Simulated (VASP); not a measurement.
# Ir12Cl in VASP: further runs

Ir12Cl is run at these levels: PBE+D3(BJ); tasks: single point.

Everything below comes from runs of VASP 6.6.1. Logs are shortened: lines on timing, memory, paths and dates and some standing lists are left out, and cuts for length are marked.

## Step 1: The cell of the first run

The cell holds a slab with vacuum, 13 atoms: a = 5.431 Å, b = 5.431 Å, c = 16.434 Å, α = 90.00°, β = 90.00°, γ = 60.00°.

## Step 2: Single point, PBE+D3(BJ)

INCAR

```
SYSTEM = Ir12Cl
ALGO = Normal
EDIFF = 1E-6
ENCUT = 520
GGA = PE
ISIF = 2
ISMEAR = -1
IVDW = 12
LASPH = .TRUE.
LCHARG = .FALSE.
LREAL = .FALSE.
LWAVE = .FALSE.
NBANDS = 70
NELM = 60
PREC = Accurate
SIGMA = 0.05
```

KPOINTS

```
k-points
0
G
  3 3 1
  0 0 0
```

POSCAR

```
Ir12Cl
1.0
    5.4305800000      0.0000000000      0.0000000000
    2.7152900000      4.7030200000      0.0000000000
    0.0000000000      0.0000000000     16.4340500000
Ir Cl
12 1
Direct
    0.1666622785      0.1666588703      0.0608492733
    0.6666641199      0.1666588703      0.0608492733
    0.1666734694      0.6666567440      0.0608492733
    0.6666753109      0.6666567440      0.0608492733
   -0.1609289737      0.3250251966      0.1967439554
    0.3383469649      0.3593648337      0.2029688360
   -0.1813989568      0.8315507908      0.2037842163
    0.3160212549      0.8968917844      0.1958129615
    0.0159685585      0.0501167335      0.3311356604
    0.5203293663      0.0603654673      0.3499867653
    0.0251747260      0.5427363694      0.3412670644
    0.5006051776      0.5840715115      0.3129782373
    1.0858139735     -0.8612338455      0.4701458253
```

Potentials or basis: VASP PAW PBE potentials, release 64 (Ir, Cl).

Launch:

```
$ cat potpaw_PBE.64/Ir/POTCAR potpaw_PBE.64/Cl/POTCAR > POTCAR
$ mpirun -np 1 vasp_std > vasp.out
```

OUTCAR:

```text
SYSTEM = Ir12Cl
   EDIFF = 1E-6
   ENCUT = 520
   GGA = PE
   ISIF = 2
   ISMEAR = -1
   IVDW = 12
   LASPH = .TRUE.
   LREAL = .FALSE.
   NELM = 60
   PREC = Accurate
 IVDW          = 12

 ion  position               nearest neighbor table
   1  0.167  0.167  0.061-   8 2.56   5 2.71   4 2.72   3 2.72   2 2.72   2 2.72   3 2.72   4 2.72
                             6 2.90
   2  0.667  0.167  0.061-   3 2.72   4 2.72   1 2.72   1 2.72   4 2.72   3 2.72   5 2.72   6 2.80
                             7 2.83
   3  0.167  0.667  0.061-   2 2.72   1 2.72   4 2.72   4 2.72   1 2.72   2 2.72   6 2.75   8 2.86
                             7 2.86
   4  0.667  0.667  0.061-   1 2.72   2 2.72   3 2.72   3 2.72   2 2.72   1 2.72   5 2.75   8 2.78
                             7 2.78
   5  0.839  0.325  0.197-   8 2.47  12 2.53   9 2.57   6 2.63   7 2.70   1 2.71   2 2.72   7 2.74
                             4 2.75   6 2.81   8 2.98  11 3.04
   6  0.338  0.359  0.203-  12 2.57   8 2.58   5 2.63   7 2.70  11 2.71   7 2.75   3 2.75  10 2.80
                             2 2.80   5 2.81   8 2.86   1 2.90
   7  0.819  0.832  0.204-   8 2.57  11 2.66   5 2.70   6 2.70   5 2.74   6 2.75   4 2.78  10 2.82
                             2 2.83   3 2.86   9 2.87   8 2.90  12 3.21
   8  0.316  0.897  0.196-  12 2.43   5 2.47   1 2.56   7 2.57   6 2.58   9 2.63   4 2.78   3 2.86
                             6 2.86   7 2.90   5 2.98  10 3.07
   9  0.016  0.050  0.331-  13 2.40   5 2.57  12 2.60   8 2.63  10 2.68  11 2.71  11 2.74  10 2.78
                             7 2.87  12 2.87
  10  0.520  0.060  0.350-  11 2.66   9 2.68  12 2.71  11 2.78   9 2.78   6 2.80   7 2.82  12 2.86
                            13 2.94   8 3.07
  11  0.025  0.543  0.341-   7 2.66  10 2.66   9 2.71   6 2.71   9 2.74  12 2.74  10 2.78  12 2.78
                            13 2.95   5 3.04
  12  0.501  0.584  0.313-   8 2.43   5 2.53   6 2.57   9 2.60  10 2.71  11 2.74  11 2.78  10 2.86
                             9 2.87   7 3.21
  13  0.086  0.139  0.470-   9 2.40  10 2.94  11 2.95

  LATTYP: Found a hexagonal cell.
 ALAT       =     5.4305797945
 C/A-ratio  =     3.0262054185

  Lattice vectors:

 A1 = (  -2.7152900000,  -4.7030200000,   0.0000000000)
 A2 = (   5.4305800000,   0.0000000000,   0.0000000000)
 A3 = (   0.0000000000,   0.0000000000,  16.4340500000)

Analysis of symmetry for initial positions (statically):
=====================================================================
 Subroutine PRICEL returns:
 Original cell was already a primitive cell.

 Routine SETGRP: Setting up the symmetry group for a
 hexagonal supercell.

 Subroutine GETGRP returns: Found  1 space group operations
 (whereof  1 operations were pure point group operations)
 out of a pool of 24 trial point group operations.

The static configuration has the point symmetry C_1 .

Analysis of symmetry for dynamics (positions and initial velocities):
=====================================================================
 Subroutine PRICEL returns:
 Original cell was already a primitive cell.

 Routine SETGRP: Setting up the symmetry group for a
 hexagonal supercell.

 Subroutine GETGRP returns: Found  1 space group operations
 (whereof  1 operations were pure point group operations)
 out of a pool of 24 trial point group operations.

The dynamic configuration has the point symmetry C_1 .

 Subroutine INISYM returns: Found  1 space group operations
 (whereof  1 operations are pure point group operations),
 and found     1 'primitive' translations

----------------------------------------------------------------------------------------

                                     Primitive cell

  volume of cell :     419.7277

  direct lattice vectors                    reciprocal lattice vectors
     5.430580000  0.000000000  0.000000000     0.184142394 -0.106314666  0.000000000
     2.715290000  4.703020000  0.000000000     0.000000000  0.212629332  0.000000000
     0.000000000  0.000000000 16.434050000     0.000000000  0.000000000  0.060849273

  length of vectors
     5.430580000  5.430579795 16.434050000     0.212629324  0.212629332  0.060849273

  position of ions in fractional coordinates (direct lattice)
     0.166662278  0.166658870  0.060849273
     0.666664120  0.166658870  0.060849273
     0.166673469  0.666656744  0.060849273
     0.666675311  0.666656744  0.060849273
[... 32 lines left out ...]
 generate k-points for:    3    3    1

 Generating k-lattice:

  Cartesian coordinates                     Fractional coordinates (reciprocal lattice)
     0.061380798 -0.035438222  0.000000000     0.333333333  0.000000000  0.000000000
     0.000000000  0.070876444  0.000000000     0.000000000  0.333333333  0.000000000
     0.000000000  0.000000000  0.060849273     0.000000000  0.000000000  1.000000000

  Length of vectors
     0.070876441  0.070876444  0.060849273

  Shift w.r.t. Gamma in fractional coordinates (k-lattice)
     0.000000000  0.000000000  0.000000000

 Subroutine IBZKPT returns following result:
 ===========================================

 Found      5 irreducible k-points:

 Following reciprocal coordinates:
            Coordinates               Weight
  0.000000  0.000000  0.000000      1.000000
  0.333333  0.000000  0.000000      2.000000
  0.333333  0.333333  0.000000      2.000000
  0.000000  0.333333  0.000000      2.000000
 -0.333333  0.333333  0.000000      2.000000
   k-points           NKPTS =      5   k-points in BZ     NKDIM =      5   number of bands    NBANDS=     70
   number of dos      NEDOS =    301   number of ions     NIONS =     13
   total plane-waves  NPLWV = 201600
   dimension x,y,z NGX =    40 NGY =   40 NGZ =  126
   dimension x,y,z NGXF=    80 NGYF=   80 NGZF=  252
   ions per type =              12   1
   NGX,Y,Z   is equivalent  to a cutoff of  12.25, 12.25, 12.75 a.u.
   NGXF,Y,Z  is equivalent  to a cutoff of  24.49, 24.49, 25.49 a.u.
 SYSTEM =  Ir12Cl
   PREC   = accura    normal or accurate (medium, high low for compatibility)
   ISTART =      0    job   : 0-new  1-cont  2-samecut
   ICHARG =      2    charge: 1-file 2-atom 10-const
   ISPIN  =      1    spin polarized calculation?
   LNONCOLLINEAR =      F non collinear calculations
   LSORBIT =      F    spin-orbit coupling
   LASPH  =      T    aspherical Exc in radial PAW
   ENCUT  =  520.0 eV  38.22 Ry    6.18 a.u.  10.10 10.10 30.56*2*pi/ulx,y,z
   NELM   =     60;   NELMIN=  2; NELMDL= -5     # of ELM steps
   EDIFF  = 0.1E-05   stopping-criterion for ELM
   LREAL  =      F    real-space projection
   EDIFFG = 0.1E-04   stopping-criterion for IOM
   NSW    =      0    number of steps for IOM
   IBRION =     -1    ionic relax: 0-MD 1-quasi-New 2-CG
   NFREE  =      0    steps in history (QN), initial steepest desc. (CG)
   ISIF   =      2    stress and relaxation
   ISYM   =      2    0-nonsym 1-usesym 2-fastsym
   POTIM  = 0.5000    time-step for ionic-motion
   TEBEG  =    0.0;   TEEND  =   0.0 temperature during run
   PSTRESS=    0.0 pullay stress
   NELECT =     115.0000    total number of electrons
   NUPDOWN=      -1.0000    fix difference up-down
   EMIN   =  10.00;   EMAX   =-10.00  energy-range for DOS
   EFERMI =   0.00;   METHOD = LEGACY
   ISMEAR =    -1;   SIGMA  =   0.05  broadening in eV -4-tet -1-fermi 0-gaus
   EFERMI_NEDOS =   21; number of points for ismear=-14 and -15
   IALGO  =     38    algorithm
   IMIX   =      4    mixing-type and parameters
     AMIX     =   0.40;   BMIX     =  1.00
     AMIX_MAG =   1.60;   BMIX_MAG =  1.00
  volume/ion in A,a.u.               =      32.29       217.88
  Fermi-wavevector in a.u.,A,eV,Ry     =   1.063290  2.009326 15.382539  1.130585
  Thomas-Fermi vector in A             =   2.198769
   LORBIT       =      0    0 simple, 1 ext, 2 COOP (PROOUT), +10 PAW based schemes
   GGA     = PE    functional components
   LHFCALC =     F    Hartree Fock is set to
   AEXX    =    0.0000 exact exchange contribution
   IVDW    =    12    specifies the selected vdW correction
   LEPSILON=     F    determine dielectric tensor
   LRPA    =     F    only Hartree local field effects (RPA)
 non-spin polarized calculation
  energy-cutoff  :      520.00
  volume of cell :      419.73
 maximum number of plane-waves:     11346
   NGX = 21   NGY = 21   NGZ = 61

 number of electron     115.0000004 magnetization

 Free energy of the ion-electron system (eV)
  ---------------------------------------------------
  ext. energy  EPLUGINS =         0.00000000
  ---------------------------------------------------
  free energy    TOTEN  =       -99.58213253 eV

  energy without entropy =      -99.41123947  energy(sigma->0) =      -99.49668600

 E-fermi :   1.2966     XC(G=0):  -7.3282

 val. band max:        1.2768973695   @ k =  -0.3333   0.3333   0.0000
 cond. band min:       1.3213756320   @ k =   0.0000   0.3333   0.0000
 fundamental gap:      0.0444782625
 Fermi energy:         1.2966019989

 k-point     1 :       0.0000    0.0000    0.0000
  band No.  band energies     occupation
      1     -14.0349      2.00000
      2      -8.7112      2.00000
      3      -6.7254      2.00000
      4      -6.4826      2.00000
      5      -6.1061      2.00000
      6      -6.0170      2.00000
[... 349 lines left out ...]
     68       2.0472      0.00000
     69       2.1834      0.00000
 [bands above 69 left out]

------------------------ aborting loop because EDIFF is reached ----------------------------------------

 Edisp (eV)   -6.08707

 E8    (eV) :    -2.9251

  FORCE on cell =-STRESS in cart. coord.  units (eV):
  Direction    XX          YY          ZZ          XY          YZ          ZX
  --------------------------------------------------------------------------------------
  -------------------------------------------------------------------------------------
  Total     -12.97113    -5.81228    -5.48197    -2.44786    -4.95403    -0.03512
  in kB     -49.51317   -22.18655   -20.92570    -9.34394   -18.91046    -0.13406
  external pressure =      -30.88 kB  Pullay stress =        0.00 kB

 VOLUME and BASIS-vectors are now :
 -----------------------------------------------------------------------------
  energy-cutoff  :      520.00
  volume of cell :      419.73
      direct lattice vectors                 reciprocal lattice vectors
     5.430580000  0.000000000  0.000000000     0.184142394 -0.106314666  0.000000000
     2.715290000  4.703020000  0.000000000     0.000000000  0.212629332  0.000000000
     0.000000000  0.000000000 16.434050000     0.000000000  0.000000000  0.060849273

 POSITION                                       TOTAL-FORCE (eV/Angst)
 -----------------------------------------------------------------------------------
      1.35760      0.78380      1.00000         0.180185      0.521408     -0.496903
      4.07290      0.78380      1.00000        -0.262940      0.034793      1.206231
      2.71530      3.13530      1.00000        -0.169961      0.029619      1.224958
      5.43060      3.13530      1.00000         0.051700      0.214209      0.824798
      5.43918      1.52860      3.23330         0.145004      1.913591     -1.886566
      2.81320      1.69010      3.33560        -0.734710     -0.083250     -1.004449
      6.70338      3.91080      3.34900         1.834717      1.032624      0.130501
      4.15150      4.21810      3.21800        -0.717852     -1.922110     -1.770907
      0.22280      0.23570      5.44190        -0.277164      0.057718      0.472982
      2.98960      0.28390      5.75170        -0.288449     -0.632113     -1.718158
      1.61040      2.55250      5.60840        -0.454509      0.384186     -0.702768
      4.30450      2.74690      5.14350         0.516143     -1.630516      4.146027
      0.84281      0.65262      7.72640         0.177836      0.079844     -0.425745
 -----------------------------------------------------------------------------------
    total drift:                                0.000321     -0.000331     -0.000063

  FREE ENERGIE OF THE ION-ELECTRON SYSTEM (eV)
  ---------------------------------------------------
  free  energy   TOTEN  =      -105.6692025101 eV

  energy  without entropy=     -105.4983094509  energy(sigma->0) =     -105.58375598
```

Run time: 11 min. Hardware: 1 thread of Intel Xeon Platinum 8259CL at 2.50GHz (Skylake/Cascade Lake), shared host; peak memory 0.53 GiB.

Results:

```
Free energy                : -105.6692 eV
Largest force              : 4.485 eV/Å
Band gap on the k mesh     : zero (an odd number of electrons rules out a gap without spin polarisation)
Dispersion energy per atom : -0.468 eV
```

Forces on the atoms (eV/Å):
```
Ir   0.180  0.521 -0.497
Ir  -0.263  0.035  1.206
Ir  -0.170  0.030  1.225
Ir   0.052  0.214  0.825
Ir   0.145  1.914 -1.887
Ir  -0.735 -0.083 -1.004
Ir   1.835  1.033  0.131
Ir  -0.718 -1.922 -1.771
Ir  -0.277  0.058  0.473
Ir  -0.288 -0.632 -1.718
Ir  -0.455  0.384 -0.703
Ir   0.516 -1.631  4.146
Cl   0.178  0.080 -0.426
```

Caveat: the k points lie up to 0.45 Å⁻¹ apart, too coarse for converged energies and pressures of a metal; the atoms stand as in a frame of molecular dynamics; spin-orbit coupling is left out, which moves the levels of the heavy elements; an odd number of electrons without spin polarisation forces a metal; a magnetic or distorted state may lie lower.

(Continued in part 2 of 2.)
